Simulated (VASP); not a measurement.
# CuSn7O15 (a cell with a defect) in VASP: a series of runs

The runs below take CuSn7O15 (a cell with a defect) through single point, with PBE.

All numbers are computed with VASP 6.6.1; they aren't measurements. Logs are shortened: lines on timing, memory, paths and dates and some standing lists are left out, and cuts for length are marked.

## (1) The cell of the first run

The cell holds a defect, 23 atoms: a = 6.827 Å, b = 6.827 Å, c = 6.476 Å, α = 90.00°, β = 90.00°, γ = 90.00°.

## (2) Single point, PBE

Contents of INCAR:

```
SYSTEM = CuSn7O15
ALGO = Normal
EDIFF = 1E-6
ENCUT = 520
GGA = PE
GGA_COMPAT = .FALSE.
ISIF = 2
ISMEAR = -1
LASPH = .TRUE.
LCHARG = .FALSE.
LREAL = .FALSE.
LWAVE = .FALSE.
NBANDS = 116
NELECT = 200.0
NELM = 120
PREC = Accurate
SIGMA = 0.01
```

Contents of KPOINTS:

```
k-points
0
G
  1 1 1
  0 0 0
```

Contents of POSCAR:

```
CuSn7O15
1.0
    4.8274600320      4.8274600320      0.0000000000
   -4.8274600320      4.8274600320      0.0000000000
    0.0000000000      0.0000000000      6.4759066843
Sn O Cu
7 15 1
Direct
    0.0137398224      0.5007211257      0.2425590146
    0.5002437490      0.0016800937      0.2495051930
   -0.0036387871      0.0004143739     -0.0001976684
    0.5095138161      0.5004347928     -0.0013194304
    0.0113863191      0.5006395480      0.7570489077
    0.5004084000     -0.0024085689      0.7486102904
   -0.0004113622      0.0012600065      0.4997006284
   -0.0019307374      0.8052568768      0.2519673938
    0.5040751390      0.3098248800      0.2546967071
   -0.0108234792      0.1962553319      0.2516190500
    0.5051435046      0.6989780017      0.2412050557
    0.2988828288      0.0062443914     -0.0005454878
    0.8178566098      0.5066472803      0.0011450321
    0.2001540660      0.4967702768     -0.0011976336
    0.6963710742     -0.0067282576     -0.0014228259
   -0.0021297368      0.8054912409      0.7473875311
    0.5111877837      0.3008686599      0.7571922447
   -0.0093507327      0.1963978482      0.7481250456
    0.5078352434      0.6885817828      0.7408221555
    0.3022437660      0.0037075535      0.4992952837
    0.1756672462      0.4969189321      0.5004719154
    0.6964278926     -0.0029831287      0.4994787314
    0.4914316413      0.4975054266      0.4968785820
```

Potentials or basis: VASP PAW PBE potentials, release 64 (Sn_d, O, Cu).

The run is started by

```sh
cat potpaw_PBE.64/Sn_d/POTCAR potpaw_PBE.64/O/POTCAR potpaw_PBE.64/Cu/POTCAR > POTCAR
mpirun -np 1 vasp_gam > vasp.out
```

OUTCAR:

```text
SYSTEM = CuSn7O15
   EDIFF = 1E-6
   ENCUT = 520
   GGA = PE
   ISIF = 2
   ISMEAR = -1
   LASPH = .TRUE.
   LREAL = .FALSE.
   NELECT = 200.0
   NELM = 120
   PREC = Accurate

 ion  position               nearest neighbor table
   1  0.014  0.501  0.243-  21 2.00  14 2.03  13 2.06   8 2.08  10 2.09   5 3.14   5 3.33   4 3.74
                             3 3.76
   2  0.500  0.002  0.250-  11 2.07  22 2.10   9 2.10  15 2.11  20 2.11  12 2.12   6 3.23   6 3.24
                             3 3.75
   3  0.996  0.000  1.000-  15 2.05  12 2.07   8 2.11  16 2.11  18 2.11  10 2.11   7 3.24   7 3.24
                             2 3.75   6 3.76   1 3.76   5 3.76
   4  0.510  0.500  0.999-  17 2.07  11 2.07  13 2.11  19 2.11   9 2.11  14 2.11  23 3.23  23 3.25
                             1 3.74   5 3.74
   5  0.011  0.501  0.757-  21 2.00  14 2.03  13 2.06  18 2.08  16 2.08   1 3.14   1 3.33   4 3.74
                             3 3.76
   6  0.500  0.998  0.749-  17 2.07  22 2.10  15 2.10  20 2.11  19 2.11  12 2.13   2 3.23   2 3.24
                             3 3.76
   7  1.000  0.001  0.500-  20 2.07  22 2.07  10 2.09  16 2.09   8 2.09  18 2.09   3 3.24   3 3.24

   8  0.998  0.805  0.252-   1 2.08   7 2.09   3 2.11
   9  0.504  0.310  0.255-  23 2.03   2 2.10   4 2.11
  10  0.989  0.196  0.252-   1 2.09   7 2.09   3 2.11
  11  0.505  0.699  0.241-   2 2.07   4 2.07  23 2.15
  12  0.299  0.006  0.999-   3 2.07   2 2.12   6 2.13
  13  0.818  0.507  0.001-   1 2.06   5 2.06   4 2.11
  14  0.200  0.497  0.999-   1 2.03   5 2.03   4 2.11
  15  0.696  0.993  0.999-   3 2.05   6 2.10   2 2.11
  16  0.998  0.805  0.747-   5 2.08   7 2.09   3 2.11
  17  0.511  0.301  0.757-   6 2.07   4 2.07  23 2.16
  18  0.991  0.196  0.748-   5 2.08   7 2.09   3 2.11
  19  0.508  0.689  0.741-  23 2.05   4 2.11   6 2.11
  20  0.302  0.004  0.499-   7 2.07   6 2.11   2 2.11
  21  0.176  0.497  0.500-   1 2.00   5 2.00  23 2.16
  22  0.696  0.997  0.499-   7 2.07   6 2.10   2 2.10
  23  0.491  0.498  0.497-   9 2.03  19 2.05  11 2.15  21 2.16  17 2.16   4 3.23   4 3.25

  LATTYP: Found a simple tetragonal cell.
 ALAT       =     6.8270594491
 C/A-ratio  =     0.9485645661

  Lattice vectors:

 A1 = (   4.8274600320,   4.8274600320,   0.0000000000)
 A2 = (  -4.8274600320,   4.8274600320,   0.0000000000)
 A3 = (   0.0000000000,   0.0000000000,   6.4759066843)

Analysis of symmetry for initial positions (statically):
=====================================================================
 Subroutine PRICEL returns:
 Original cell was already a primitive cell.

 Routine SETGRP: Setting up the symmetry group for a
 simple tetragonal supercell.

 Subroutine GETGRP returns: Found  1 space group operations
 (whereof  1 operations were pure point group operations)
 out of a pool of 16 trial point group operations.

The static configuration has the point symmetry C_1 .

Analysis of symmetry for dynamics (positions and initial velocities):
=====================================================================
 Subroutine PRICEL returns:
 Original cell was already a primitive cell.

 Routine SETGRP: Setting up the symmetry group for a
 simple tetragonal supercell.

 Subroutine GETGRP returns: Found  1 space group operations
 (whereof  1 operations were pure point group operations)
 out of a pool of 16 trial point group operations.

The dynamic configuration has the point symmetry C_1 .

 Subroutine INISYM returns: Found  1 space group operations
 (whereof  1 operations are pure point group operations),
 and found     1 'primitive' translations

----------------------------------------------------------------------------------------

                                     Primitive cell

  volume of cell :     301.8339

  direct lattice vectors                    reciprocal lattice vectors
     4.827460032  4.827460032  0.000000000     0.103574136  0.103574136  0.000000000
    -4.827460032  4.827460032  0.000000000    -0.103574136  0.103574136  0.000000000
     0.000000000  0.000000000  6.475906684     0.000000000  0.000000000  0.154418531

  length of vectors
     6.827059449  6.827059449  6.475906684     0.146475947  0.146475947  0.154418531

  position of ions in fractional coordinates (direct lattice)
     0.013739822  0.500721126  0.242559015
     0.500243749  0.001680094  0.249505193
     0.996361213  0.000414374  0.999802332
     0.509513816  0.500434793  0.998680570
     0.011386319  0.500639548  0.757048908
     0.500408400  0.997591431  0.748610290
[... 15 lines left out ...]
     0.696427893  0.997016871  0.499478731
     0.491431641  0.497505427  0.496878582

  ion indices of the primitive-cell ions
   primitive index   ion index
                 1           1
                 2           2
                 3           3
                 4           4
                 5           5
                 6           6
[... 15 lines left out ...]
                22          22
                23          23

----------------------------------------------------------------------------------------

 KPOINTS: k-points

Automatic generation of k-mesh.
 Grid dimensions read from file:
 generate k-points for:    1    1    1

 Generating k-lattice:

  Cartesian coordinates                     Fractional coordinates (reciprocal lattice)
     0.103574136  0.103574136  0.000000000     1.000000000  0.000000000  0.000000000
    -0.103574136  0.103574136  0.000000000     0.000000000  1.000000000  0.000000000
     0.000000000  0.000000000  0.154418531     0.000000000  0.000000000  1.000000000

  Length of vectors
     0.146475947  0.146475947  0.154418531

  Shift w.r.t. Gamma in fractional coordinates (k-lattice)
     0.000000000  0.000000000  0.000000000

 Subroutine IBZKPT returns following result:
 ===========================================

 Found      1 irreducible k-points:

 Following reciprocal coordinates:
            Coordinates               Weight
  0.000000  0.000000  0.000000      1.000000
   k-points           NKPTS =      1   k-points in BZ     NKDIM =      1   number of bands    NBANDS=    116
   number of dos      NEDOS =    301   number of ions     NIONS =     23
   total plane-waves  NPLWV = 139968
   dimension x,y,z NGX =    54 NGY =   54 NGZ =   48
   dimension x,y,z NGXF=   108 NGYF=  108 NGZF=   96
   ions per type =               7  15   1
   NGX,Y,Z   is equivalent  to a cutoff of  13.15, 13.15, 12.32 a.u.
   NGXF,Y,Z  is equivalent  to a cutoff of  26.30, 26.30, 24.64 a.u.
 SYSTEM =  CuSn7O15
   PREC   = accura    normal or accurate (medium, high low for compatibility)
   ISTART =      0    job   : 0-new  1-cont  2-samecut
   ICHARG =      2    charge: 1-file 2-atom 10-const
   ISPIN  =      1    spin polarized calculation?
   LNONCOLLINEAR =      F non collinear calculations
   LSORBIT =      F    spin-orbit coupling
   LASPH  =      T    aspherical Exc in radial PAW
   ENCUT  =  520.0 eV  38.22 Ry    6.18 a.u.  12.69 12.69 12.04*2*pi/ulx,y,z
   NELM   =    120;   NELMIN=  2; NELMDL= -5     # of ELM steps
   EDIFF  = 0.1E-05   stopping-criterion for ELM
   LREAL  =      F    real-space projection
   EDIFFG = 0.1E-04   stopping-criterion for IOM
   NSW    =      0    number of steps for IOM
   IBRION =     -1    ionic relax: 0-MD 1-quasi-New 2-CG
   NFREE  =      0    steps in history (QN), initial steepest desc. (CG)
   ISIF   =      2    stress and relaxation
   ISYM   =      2    0-nonsym 1-usesym 2-fastsym
   POTIM  = 0.5000    time-step for ionic-motion
   TEBEG  =    0.0;   TEEND  =   0.0 temperature during run
   PSTRESS=    0.0 pullay stress
   NELECT =     200.0000    total number of electrons
   NUPDOWN=      -1.0000    fix difference up-down
   EMIN   =  10.00;   EMAX   =-10.00  energy-range for DOS
   EFERMI =   0.00;   METHOD = LEGACY
   ISMEAR =    -1;   SIGMA  =   0.01  broadening in eV -4-tet -1-fermi 0-gaus
   EFERMI_NEDOS =   21; number of points for ismear=-14 and -15
   IALGO  =     38    algorithm
   IMIX   =      4    mixing-type and parameters
     AMIX     =   0.40;   BMIX     =  1.00
     AMIX_MAG =   1.60;   BMIX_MAG =  1.00
  volume/ion in A,a.u.               =      13.12        88.56
  Fermi-wavevector in a.u.,A,eV,Ry     =   1.427235  2.697083 27.715067  2.037000
  Thomas-Fermi vector in A             =   2.547426
   LORBIT       =      0    0 simple, 1 ext, 2 COOP (PROOUT), +10 PAW based schemes
   GGA     = PE    functional components
   LHFCALC =     F    Hartree Fock is set to
   AEXX    =    0.0000 exact exchange contribution
   IVDW    =     0    specifies the selected vdW correction
   LEPSILON=     F    determine dielectric tensor
   LRPA    =     F    only Hartree local field effects (RPA)
 non-spin polarized calculation
  energy-cutoff  :      520.00
  volume of cell :      301.83
 maximum number of plane-waves:      4061
 NGX is ok and might be reduce to    50
   NGX = 25   NGY = 25   NGZ = 25

 number of electron     200.0000015 magnetization

 Free energy of the ion-electron system (eV)
  ---------------------------------------------------
  ext. energy  EPLUGINS =         0.00000000
  ---------------------------------------------------
  free energy    TOTEN  =      -130.02267356 eV

  energy without entropy =     -130.00263346  energy(sigma->0) =     -130.01265351

 E-fermi :   5.3357     XC(G=0): -10.7401

 val. band max:        5.3219032740   @ k =   0.0000   0.0000   0.0000
 cond. band min:       5.3495750535   @ k =   0.0000   0.0000   0.0000
 fundamental gap:      0.0276717795
 Fermi energy:         5.3357391638

 k-point     1 :       0.0000    0.0000    0.0000
  band No.  band energies     occupation
      1     -16.4090      2.00000
      2     -16.2105      2.00000
      3     -15.9445      2.00000
      4     -15.9378      2.00000
      5     -15.8185      2.00000
      6     -15.7897      2.00000
[... 104 lines left out ...]
    111      12.0319      0.00000
    112      12.3364      0.00000
 [bands above 112 left out]

------------------------ aborting loop because EDIFF is reached ----------------------------------------

  FORCE on cell =-STRESS in cart. coord.  units (eV):
  Direction    XX          YY          ZZ          XY          YZ          ZX
  --------------------------------------------------------------------------------------
  -------------------------------------------------------------------------------------
  Total       17.3257418     18.1367531     14.7565517      2.4017216     -1.7872832      1.8481697
  in kB       91.9675189     96.2724827     78.3298897     12.7486820     -9.4871551      9.8103494
  external PRESSURE =      88.8566304 kB  Pullay stress =       0.0000000 kB

 VOLUME and BASIS-vectors are now :
 -----------------------------------------------------------------------------
  energy-cutoff  :      520.00
  volume of cell :      301.83
      direct lattice vectors                 reciprocal lattice vectors
     4.827460032  4.827460032  0.000000000     0.103574136  0.103574136  0.000000000
    -4.827460032  4.827460032  0.000000000    -0.103574136  0.103574136  0.000000000
     0.000000000  0.000000000  6.475906684     0.000000000  0.000000000  0.154418531

 POSITION                                       TOTAL-FORCE (eV/Angst)
 -----------------------------------------------------------------------------------
     -2.35088      2.48354      1.57079        -0.217954     -0.202052      0.004966
      2.40680      2.42302      1.61577        -0.158185      0.003503      0.240119
      4.80789      4.81189      6.47463         0.050455      0.064293     -0.021965
      0.04383      4.87549      6.46736        -0.114200     -0.103333     -0.048026
     -2.36185      2.47178      4.90258        -0.216733     -0.223667     -0.005539
     -2.40013      7.23153      4.84793        -0.016885     -0.178783     -0.226376
[... 15 lines left out ...]
     -1.45108      8.17504      3.23458        -0.247503     -0.222289     -0.063710
     -0.02932      4.77405      3.21774         0.026600      0.146295      0.143571
 -----------------------------------------------------------------------------------
    total drift:                                0.000794     -0.001934     -0.000191

  FREE ENERGIE OF THE ION-ELECTRON SYSTEM (eV)
  ---------------------------------------------------
  free  energy   TOTEN  =      -130.0226735563 eV

  energy  without entropy=     -130.0026334604  energy(sigma->0) =     -130.01265351
```

Wall time 4.1 min (1 thread of Intel Xeon 8259CL, shared host); peak memory 0.35 GiB.

What came out:

| Item | Value |
| --- | --- |
| Free energy | -130.0227 eV |
| Largest force | 0.966 eV/Å |

Forces in eV/Å, atoms in the order of the input:
```
Sn  -0.218 -0.202  0.005
Sn  -0.158  0.004  0.240
Sn   0.050  0.064 -0.022
Sn  -0.114 -0.103 -0.048
Sn  -0.217 -0.224 -0.006
Sn  -0.017 -0.179 -0.226
Sn   0.012  0.012  0.017
O    0.109 -0.006  0.027
O   -0.487  0.623  0.210
O   -0.038  0.121 -0.036
O    0.614 -0.658  0.351
O    0.358  0.238 -0.034
O   -0.051 -0.185 -0.027
O    0.383  0.437  0.005
O   -0.387 -0.301  0.069
O    0.118 -0.026  0.010
O   -0.540  0.592 -0.395
O   -0.023  0.084 -0.008
O    0.480 -0.567 -0.196
O    0.269  0.248  0.018
O    0.078  0.106 -0.035
O   -0.248 -0.222 -0.064
Cu   0.027  0.146  0.144
```

Levels at points of the mesh, in eV from the Fermi level:
| k point | band 98 | band 99 | band 100 | band 101 | band 102 | band 103 |
| --- | --- | --- | --- | --- | --- | --- |
| (0.00, 0.00, 0.00) | -0.79 | -0.38 | -0.01 | 0.01 | 2.64 | 3.19 |

Caveat: the k points lie up to 0.97 Å⁻¹ apart, too coarse for converged energies, forces and pressures; the cell carries a net charge on a neutralising background, which shifts energy and pressure; the cell is charged against a uniform background, so pressure and absolute levels hang on convention; spin-orbit coupling is left out, which moves the levels of the heavy elements.

## (3) Single point, PBE

Contents of INCAR:

```
ALGO = Normal
EDIFF = 1E-6
ENCUT = 520
GGA = PE
GGA_COMPAT = False
ISIF = 2
ISMEAR = -1
LASPH = True
LCHARG = False
LREAL = False
LWAVE = False
NBANDS = 116
NELECT = 198.0
NELM = 120
PREC = Accurate
SIGMA = 0.01
```

Contents of KPOINTS:

```
k-points
0
Gamma
  1 1 1
```

Contents of POSCAR:

```
CuSn7O15
1.0
    4.8274600320      4.8274600320      0.0000000000
   -4.8274600320      4.8274600320      0.0000000000
    0.0000000000      0.0000000000      6.4759066843
Sn O Cu
7 15 1
Direct
    0.0172410229      0.4983258279      0.2362319997
    0.4955716105     -0.0023438994      0.2543138273
   -0.0078947677     -0.0013850800     -0.0003063187
    0.5131633201      0.4987955407     -0.0007650378
    0.0163612083      0.4986321777      0.7641346055
    0.4962821278     -0.0005038570      0.7440561319
   -0.0045862175     -0.0011105291      0.4995159515
   -0.0074133732      0.8023759151      0.2493843403
    0.5123196800      0.3142446888      0.2658428033
   -0.0119017650      0.1944032631      0.2494089986
    0.5051116090      0.6798972089      0.2661704252
    0.3023664017      0.0009492753     -0.0011636376
    0.8172566633      0.5012610360      0.0003894971
    0.2088416088      0.4946680886     -0.0002430387
    0.6840606850     -0.0041628048     -0.0005861611
   -0.0076697751      0.8025884112      0.7498304651
    0.5152520390      0.3179288457      0.7311596450
   -0.0133642510      0.1948224999      0.7498632157
    0.5074033575      0.6823699532      0.7320204482
    0.2993211392      0.0023212281      0.4997802112
    0.1548861146      0.4966910744      0.5005241305
    0.6916091854     -0.0055271431      0.4989095517
    0.4955913593      0.4984198835      0.4986101238
```

Potentials or basis: VASP PAW PBE potentials, release 64 (Sn_d, O, Cu).

The run is started by

```sh
cat potpaw_PBE.64/Sn_d/POTCAR potpaw_PBE.64/O/POTCAR potpaw_PBE.64/Cu/POTCAR > POTCAR
mpirun -np 1 vasp_gam > vasp.out
```

It took 2.4 min on 1 thread of Intel Xeon 8259CL, shared host; peak memory 0.34 GiB.

The run converged. Its results:

```
Free energy   : -140.8081 eV
Largest force : 0.497 eV/Å
```

Forces in eV/Å, atoms in the order of the input:
```
Sn  -0.224 -0.223 -0.350
Sn   0.020  0.038 -0.070
Sn  -0.051 -0.047 -0.036
Sn  -0.152 -0.159 -0.029
Sn  -0.237 -0.238  0.334
Sn   0.041  0.029  0.071
Sn  -0.038 -0.052  0.031
O    0.170  0.048  0.070
O   -0.285  0.242 -0.327
O    0.009  0.162  0.046
O    0.102 -0.170 -0.369
O   -0.176 -0.137  0.023
O    0.252  0.271  0.012
O    0.127  0.123 -0.018
O    0.128  0.090 -0.004
O    0.165  0.048 -0.060
O   -0.128  0.062  0.357
O    0.040  0.141 -0.044
O    0.189 -0.271  0.371
O   -0.005  0.028 -0.022
O   -0.054 -0.058 -0.040
O   -0.025 -0.055  0.003
Cu   0.130  0.127  0.052
```

Levels at points of the mesh, in eV from the Fermi level:
| k point | band 95 | band 96 | band 97 | band 98 | band 99 | band 100 | band 101 | band 102 | band 103 | band 104 |
| --- | --- | --- | --- | --- | --- | --- | --- | --- | --- | --- |
| (0.00, 0.00, 0.00) | -0.86 | -0.76 | -0.70 | -0.68 | -0.16 | 0.16 | 0.23 | 3.06 | 3.61 | 3.71 |

Caveat: the k points lie up to 0.97 Å⁻¹ apart, too coarse for converged energies, forces and pressures; the cell carries a net charge on a neutralising background, which shifts energy and pressure; the cell is charged against a uniform background, so pressure and absolute levels hang on convention; spin-orbit coupling is left out, which moves the levels of the heavy elements.
